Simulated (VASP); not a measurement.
# Si (a cell with a defect) in VASP: single point with PBE

Aim: the single point of Si (a cell with a defect) with PBE.

Program: VASP 6.6.1. These are calculated values, not measurements. Logs are shortened: lines on timing, memory, paths and dates and some standing lists are left out, and cuts for length are marked.

## (1) The cell of the first run

The cell holds a defect, 63 atoms: a = 10.860 Å, b = 10.860 Å, c = 10.860 Å, α = 90.00°, β = 90.00°, γ = 90.00°.

## (2) Single point, PBE, collinear spin

Contents of INCAR:

```
PREC     = Accurate       # precision mode
ENCUT    = 520            # plane-wave cutoff, eV
EDIFF    = 1E-6           # SCF threshold, eV
ISMEAR   = 0              # smearing method
SIGMA    = 0.02           # smearing width, eV
LREAL    = Auto         
LASPH    = T              # aspherical terms in the spheres
NELM     = 150            # most SCF steps
ALGO     = Normal         # electronic algorithm
ISIF     = 2              # what is computed and relaxed
LWAVE    = F              # write WAVECAR
LCHARG   = T              # write CHGCAR
ISPIN    = 2              # spin polarisation
MAGMOM   = 0 0 0 0 0 0 0 0 0 0 0.16 0 0 0 0 0 0 0 0 0 0 0 0 0 0 0 0 0 0.16 0 0 0 0 0 0 0 0 0 0 0 0 0 0 0 0 0 0 0 0 0 0 0 0 0 0 0 0 0 0.16 0.16 0 0 0 # initial moments
LORBIT   = 11             # projections on sites
GGA      = PE             # functional
LELF     = T              # ELF
LVHAR    = T            
NBANDS   = 167            # bands
NELECT   = 253.0
```

Contents of KPOINTS:

```
Automatic mesh
0
Gamma
  1 1 1
```

Contents of POSCAR:

```
Si
1.0
   10.8600000000      0.0000000000      0.0000000000
    0.0000000000     10.8600000000      0.0000000000
    0.0000000000      0.0000000000     10.8600000000
Si
63
Direct
    0.5006710866     -0.0008007366     -0.0008870166
    0.6248770718      0.1252290976      0.1248313076
    0.7499745856      0.2503910681     -0.0006306630
    0.8762618785      0.3759553407      0.1238578269
    0.7495295580     -0.0008384899      0.2506524862
    0.8750694291      0.1246931860      0.3751602210
    0.0006432781     -0.0003496317     -0.0004984346
    0.1263721915      0.1258765193      0.1238906998
    0.2515609576      0.2524115101     -0.0013368324
    0.3782418969      0.3799227440      0.1199451197
    0.4979639042      0.5094306630     -0.0094959484
    0.6240655617      0.6253123389      0.1231720074
    0.7495522099      0.7503246777     -0.0008887661
    0.8755930939      0.8744176796      0.1249220994
    0.2507732965     -0.0004326888      0.2495348987
    0.3764649171      0.1225463168      0.3772763352
    0.4989003683      0.2505110497      0.2492807551
    0.6247872007      0.3749823204      0.3746403315
    0.7500093923      0.5003662983      0.2495158379
    0.8730195212      0.6260798343      0.3772292818
    0.4975676796     -0.0066449355      0.5065608656
    0.6242737569      0.1225628913      0.6259719153
    0.7495186924      0.2492127072      0.5006748619
    0.8755798343      0.3749309392      0.6254361878
    0.7437197053     -0.0066606814      0.7526170350
    0.8729358195      0.1225852670      0.8737351750
    0.0027755985      0.5011957643     -0.0013487109
    0.1304378453      0.6278683241      0.1198004604
    0.2597997238      0.7477218232     -0.0096845304
    0.3756857274      0.8736469613      0.1231383978
    0.0003519337      0.2499660221      0.2498666667
    0.1263031308      0.3760252302      0.3739495396
    0.2515887661      0.5012054328      0.2474548803
    0.3752893186      0.6249309392      0.3750093923
    0.5002694291      0.7498979742      0.2498316759
    0.6242150092      0.8739289134      0.3772965009
   -0.0004269797     -0.0008472376      0.5007174033
    0.1254151013      0.1252117864      0.6253587477
    0.2507670350      0.2503645488      0.5001537753
    0.3756743094      0.3766801105      0.6261697053
    0.5006816759      0.5007657459      0.5006896869
    0.6143696133      0.6251144567      0.6358916206
    0.7437862799      0.7472503683      0.5063775322
    0.8729299263      0.8738566298      0.6259609576
    0.2511307551     -0.0008067219      0.7495745856
    0.3752921731      0.1249012891      0.8749494475
    0.5002630755      0.2500356354      0.7499362799
    0.6239754144      0.3767731123      0.8745229282
    0.7495707182      0.5007620626      0.7495375691
    0.8752399632      0.6249292818      0.8749552486
    0.0010311234      0.7484438306      0.2492372007
    0.1253301105      0.8744374770      0.3746604972
    0.0006920810      0.5003963168      0.5002967772
    0.1271076427      0.6253076427      0.6262307551
    0.2511209945      0.7503074586      0.5006961326
    0.3754497238      0.8638515654      0.6360278085
    0.0009719153      0.2505189687      0.7513278085
    0.1302977901      0.3799418969      0.8719937385
    0.2598292818      0.5093863720      0.7522732044
    0.4670150092      0.7165889503      0.7832616022
    0.6142535912      0.8639160221      0.8747878453
    0.0003943831      0.7498970534      0.7499713628
    0.1270005525      0.8737467772      0.8745490792
```

Potentials or basis: VASP PAW PBE potentials, release 64 (Si).

The run is started by

```
cat potpaw_PBE.64/Si/POTCAR > POTCAR
mpirun -np 1 vasp_gam > vasp.out
```

OUTCAR:

```text
PREC = Accurate
   ENCUT = 520
   EDIFF = 1E-6
   ISMEAR = 0
   LREAL = Auto
   LASPH = T
   NELM = 150
   ISIF = 2
   ISPIN = 2
   LORBIT = 11
   GGA = PE
   NELECT = 253.0

 ion  position               nearest neighbor table
   1  0.501  0.999  0.999-  61 2.35  30 2.35  46 2.35   2 2.36
   2  0.625  0.125  0.125-  17 2.36   3 2.36   1 2.36   5 2.36
   3  0.750  0.250  0.999-   2 2.36   4 2.36  26 2.36  48 2.37
   4  0.876  0.376  0.124-  31 2.36  19 2.36   3 2.36  27 2.36
   5  0.750  0.999  0.251-   6 2.35  14 2.36   2 2.36  36 2.37
   6  0.875  0.125  0.375-   5 2.35  23 2.35  37 2.36  31 2.36
   7  0.001  1.000  1.000-  14 2.36   8 2.36  26 2.36  63 2.37
   8  0.126  0.126  0.124-  31 2.36   7 2.36  15 2.36   9 2.36
   9  0.252  0.252  0.999-  46 2.35  58 2.35  10 2.35   8 2.36
  10  0.378  0.380  0.120-  33 2.35   9 2.35  11 2.38  17 2.38
  11  0.498  0.509  0.991-  48 2.35  12 2.35  10 2.38
  12  0.624  0.625  0.123-  13 2.35  35 2.35  11 2.35  19 2.37
  13  0.750  0.750  0.999-  61 2.35  12 2.35  50 2.35  14 2.36
  14  0.876  0.874  0.125-   7 2.36  51 2.36  13 2.36   5 2.36
  15  0.251  1.000  0.250-  52 2.36   8 2.36  16 2.36  30 2.37
  16  0.376  0.123  0.377-  39 2.36  15 2.36  17 2.37  21 2.38
  17  0.499  0.251  0.249-   2 2.36  18 2.36  16 2.37  10 2.38
[... 39 lines left out ...]
  57  0.001  0.251  0.751-  24 2.36  38 2.36  26 2.37  58 2.38
  58  0.130  0.380  0.872-  27 2.35   9 2.35  59 2.38  57 2.38
  59  0.260  0.509  0.752-  40 2.35  54 2.35  58 2.38
  60  0.467  0.717  0.783-  56 2.47  61 2.47  42 2.47
  61  0.614  0.864  0.875-   1 2.35  13 2.35  25 2.39  60 2.47
  62  0.000  0.750  0.750-  63 2.35  54 2.35  50 2.35  44 2.35
  63  0.127  0.874  0.875-  45 2.35  62 2.35  29 2.35   7 2.37

  LATTYP: Found a simple cubic cell.
 ALAT       =    10.8600000000

  Lattice vectors:

 A1 = (  10.8600000000,   0.0000000000,   0.0000000000)
 A2 = (   0.0000000000,  10.8600000000,   0.0000000000)
 A3 = (   0.0000000000,   0.0000000000,  10.8600000000)

Analysis of symmetry for initial positions (statically):
=====================================================================
 Subroutine PRICEL returns:
 Original cell was already a primitive cell.

 Routine SETGRP: Setting up the symmetry group for a
 simple cubic supercell.

 Subroutine GETGRP returns: Found  1 space group operations
 (whereof  1 operations were pure point group operations)
 out of a pool of 48 trial point group operations.

The static configuration has the point symmetry C_1 .

Analysis of symmetry for dynamics (positions and initial velocities):
=====================================================================
 Subroutine PRICEL returns:
 Original cell was already a primitive cell.

 Routine SETGRP: Setting up the symmetry group for a
 simple cubic supercell.

 Subroutine GETGRP returns: Found  1 space group operations
 (whereof  1 operations were pure point group operations)
 out of a pool of 48 trial point group operations.

The dynamic configuration has the point symmetry C_1 .

Analysis of structural, dynamic, and magnetic symmetry:
=====================================================================
 Subroutine PRICEL returns:
 Original cell was already a primitive cell.

 Routine SETGRP: Setting up the symmetry group for a
 simple cubic supercell.

 Subroutine GETGRP returns: Found  1 space group operations
 (whereof  1 operations were pure point group operations)
 out of a pool of 48 trial point group operations.

The overall configuration has the point symmetry C_1 .

 Subroutine INISYM returns: Found  1 space group operations
 (whereof  1 operations are pure point group operations),
 and found     1 'primitive' translations

[... 197 lines left out ...]
   NFREE  =      0    steps in history (QN), initial steepest desc. (CG)
   ISIF   =      2    stress and relaxation
   ISYM   =      2    0-nonsym 1-usesym 2-fastsym
   POTIM  = 0.5000    time-step for ionic-motion
   TEBEG  =    0.0;   TEEND  =   0.0 temperature during run
   PSTRESS=    0.0 pullay stress
   NELECT =     253.0000    total number of electrons
   NUPDOWN=      -1.0000    fix difference up-down
   EMIN   =  10.00;   EMAX   =-10.00  energy-range for DOS
   EFERMI =   0.00;   METHOD = LEGACY
   ISMEAR =     0;   SIGMA  =   0.02  broadening in eV -4-tet -1-fermi 0-gaus
   EFERMI_NEDOS =   21; number of points for ismear=-14 and -15
   IALGO  =     38    algorithm
   IMIX   =      4    mixing-type and parameters
     AMIX     =   0.40;   BMIX     =  1.00
     AMIX_MAG =   1.60;   BMIX_MAG =  1.00
  volume/ion in A,a.u.               =      20.33       137.20
  Fermi-wavevector in a.u.,A,eV,Ry     =   0.953422  1.801706 12.367880  0.909014
  Thomas-Fermi vector in A             =   2.082076
   LORBIT       =     11    0 simple, 1 ext, 2 COOP (PROOUT), +10 PAW based schemes
   GGA     = PE    functional components
   LHFCALC =     F    Hartree Fock is set to
   AEXX    =    0.0000 exact exchange contribution
   IVDW    =     0    specifies the selected vdW correction
   LEPSILON=     F    determine dielectric tensor
   LRPA    =     F    only Hartree local field effects (RPA)
 spin polarized calculation
 Gauss-broadening in eV      SIGMA  =   0.02
  energy-cutoff  :      520.00
  volume of cell :     1280.82
 maximum number of plane-waves:     17229
 NGX is ok and might be reduce to    84
   NGX = 41   NGY = 41   NGZ = 41

 number of electron     252.9999986 magnetization       3.0000710

 Free energy of the ion-electron system (eV)
  ---------------------------------------------------
  ext. energy  EPLUGINS =         0.00000000
  ---------------------------------------------------
  free energy    TOTEN  =      -325.63281025 eV

  energy without entropy =     -325.63281025  energy(sigma->0) =     -325.63281025

 E-fermi :   6.3080     XC(G=0):  -9.3570

 val. band max:        6.2275437011   @ k =   0.0000   0.0000   0.0000
 cond. band min:       6.3898446607   @ k =   0.0000   0.0000   0.0000
 fundamental gap:      0.1623009596
 Fermi energy:         6.3079879314

 spin component 1

 k-point     1 :       0.0000    0.0000    0.0000
  band No.  band energies     occupation
      1      -6.2026      1.00000
      2      -5.1532      1.00000
      3      -5.1531      1.00000
      4      -5.1450      1.00000
      5      -5.1448      1.00000
      6      -5.1096      1.00000
[... 130 lines left out ...]
    137       6.8878      0.00000
    138       6.8919      0.00000
 Fermi energy:         6.3079879314

 spin component 2

 k-point     1 :       0.0000    0.0000    0.0000
  band No.  band energies     occupation
      1      -6.1676      1.00000
      2      -5.1205      1.00000
      3      -5.1204      1.00000
      4      -5.1084      1.00000
      5      -5.1083      1.00000
      6      -5.0824      1.00000
[... 130 lines left out ...]
    137       6.9339      0.00000
    138       6.9422      0.00000
 [bands above 138 left out]

------------------------ aborting loop because EDIFF is reached ----------------------------------------

  FORCE on cell =-STRESS in cart. coord.  units (eV):
  Direction    XX          YY          ZZ          XY          YZ          ZX
  --------------------------------------------------------------------------------------
  -------------------------------------------------------------------------------------
  Total       21.4114604     21.4437872     21.4056632     -2.7426678      2.7267733      2.7304332
  in kB       26.7835042     26.8239416     26.7762525     -3.4307914      3.4109091      3.4154872
  external PRESSURE =      26.7945661 kB  Pullay stress =       0.0000000 kB

 VOLUME and BASIS-vectors are now :
 -----------------------------------------------------------------------------
  energy-cutoff  :      520.00
  volume of cell :     1280.82
      direct lattice vectors                 reciprocal lattice vectors
    10.860000000  0.000000000  0.000000000     0.092081031  0.000000000  0.000000000
     0.000000000 10.860000000  0.000000000     0.000000000  0.092081031  0.000000000
     0.000000000  0.000000000 10.860000000     0.000000000  0.000000000  0.092081031

 POSITION                                       TOTAL-FORCE (eV/Angst)
 -----------------------------------------------------------------------------------
      5.43729     10.85130     10.85037         0.003986      0.011008      0.059295
      6.78616      1.35999      1.35567         0.033134      0.001346      0.000496
      8.14472      2.71925     10.85315        -0.002620      0.017466      0.030146
      9.51620      4.08288      1.34510         0.027675     -0.017522      0.018593
      8.13989     10.85089      2.72209         0.020575      0.020280      0.023030
      9.50325      1.35417      4.07424        -0.007224     -0.004268      0.006103
[... 55 lines left out ...]
      0.00428      8.14388      8.14469         0.012345     -0.001085     -0.000931
      1.37923      9.48889      9.49760        -0.023614      0.025738      0.032085
 -----------------------------------------------------------------------------------
    total drift:                                0.011052      0.004299     -0.014391

  FREE ENERGIE OF THE ION-ELECTRON SYSTEM (eV)
  ---------------------------------------------------
  free  energy   TOTEN  =      -325.6328102517 eV

  energy  without entropy=     -325.6328102506  energy(sigma->0) =     -325.63281025

 total charge

# of ion       s       p       d       tot
------------------------------------------
    1        0.741   0.963   0.000   1.703
    2        0.739   0.958   0.000   1.698
    3        0.743   0.949   0.000   1.692
    4        0.739   0.957   0.000   1.695
    5        0.740   0.955   0.000   1.694
    6        0.740   0.958   0.000   1.697
[... 55 lines left out ...]
   62        0.740   0.962   0.000   1.702
   63        0.741   0.955   0.000   1.695
--------------------------------------------------
tot         46.897  59.553   0.000 106.450

 magnetization (x)

# of ion       s       p       d       tot
------------------------------------------
    1        0.001   0.002   0.000   0.003
    2        0.000   0.006   0.000   0.006
    3        0.002   0.016   0.000   0.018
    4       -0.000   0.004   0.000   0.004
    5        0.000   0.005   0.000   0.005
    6        0.000   0.000   0.000   0.000
[... 55 lines left out ...]
   62        0.001  -0.001   0.000  -0.000
   63        0.001   0.015   0.000   0.016
--------------------------------------------------
tot          0.253   0.882   0.000   1.135
```

Run time: 13 min. Hardware: 1 thread of Intel Xeon Platinum 8259CL at 2.50GHz (Skylake/Cascade Lake), shared host; peak memory 1.4 GiB.

Results:

```
Free energy                                           : -325.6328 eV
Largest force                                         : 0.550 eV/Å
Net moment                                            : 3.00 μB per cell
Site moments                                          : Si +0.00, +0.01, +0.02, +0.15, -0.00, +0.03, +0.11 (each value once) μB
Valence electrons inside the program's atomic spheres : Si 1.70, 1.69, 1.68, 1.65, 1.67, 1.58 (each value once)
```

Forces on the atoms (eV/Å):
```
Si   0.004  0.011  0.059
Si   0.033  0.001  0.000
Si  -0.003  0.017  0.030
Si   0.028 -0.018  0.019
Si   0.021  0.020  0.023
Si  -0.007 -0.004  0.006
Si   0.019 -0.003  0.031
Si  -0.018  0.027  0.018
Si   0.000  0.006  0.001
Si  -0.054 -0.040  0.040
Si   0.015 -0.056  0.056
Si   0.026 -0.033  0.024
Si   0.011  0.004  0.058
Si   0.002  0.034 -0.002
Si  -0.031 -0.002 -0.017
Si  -0.114 -0.006  0.005
Si   0.055 -0.019  0.022
Si   0.035  0.001 -0.001
Si  -0.003 -0.030 -0.019
Si  -0.007 -0.115  0.006
Si   0.124  0.073 -0.074
Si  -0.019  0.000  0.017
Si   0.021 -0.023 -0.020
Si   0.002  0.002 -0.035
Si   0.074  0.074 -0.123
Si  -0.006 -0.006  0.114
Si   0.006  0.000  0.002
Si  -0.042 -0.054  0.041
Si  -0.053  0.015  0.056
Si  -0.032  0.027  0.023
Si   0.012  0.007 -0.009
Si  -0.018 -0.018 -0.028
Si  -0.001  0.000 -0.005
Si  -0.003 -0.001 -0.010
Si   0.005 -0.001 -0.010
Si  -0.018 -0.017  0.001
Si  -0.023  0.021 -0.021
Si  -0.002  0.002 -0.034
Si  -0.029  0.018  0.004
Si  -0.034 -0.022 -0.026
Si   0.004 -0.059 -0.010
Si  -0.075  0.003  0.074
Si   0.075  0.124 -0.074
Si  -0.001 -0.017  0.018
Si  -0.060  0.011 -0.005
Si  -0.004  0.009  0.001
Si   0.007  0.008 -0.001
Si   0.027 -0.024  0.032
Si   0.010 -0.058 -0.003
Si   0.006 -0.001  0.001
Si  -0.021  0.058  0.021
Si   0.001  0.033 -0.003
Si   0.019 -0.030  0.004
Si  -0.024 -0.034 -0.026
Si  -0.060  0.004 -0.011
Si   0.004 -0.070  0.072
Si  -0.021 -0.020 -0.055
Si  -0.040 -0.040  0.052
Si  -0.057 -0.056 -0.016
Si   0.320  0.315 -0.318
Si  -0.072 -0.072 -0.003
Si   0.012 -0.001 -0.001
Si  -0.024  0.026  0.032
```

Caveat: the k points lie up to 0.58 Å⁻¹ apart; the cell carries a net charge on a neutralising background, which shifts energy and pressure; the cell is charged against a uniform background, so pressure and absolute levels hang on convention.
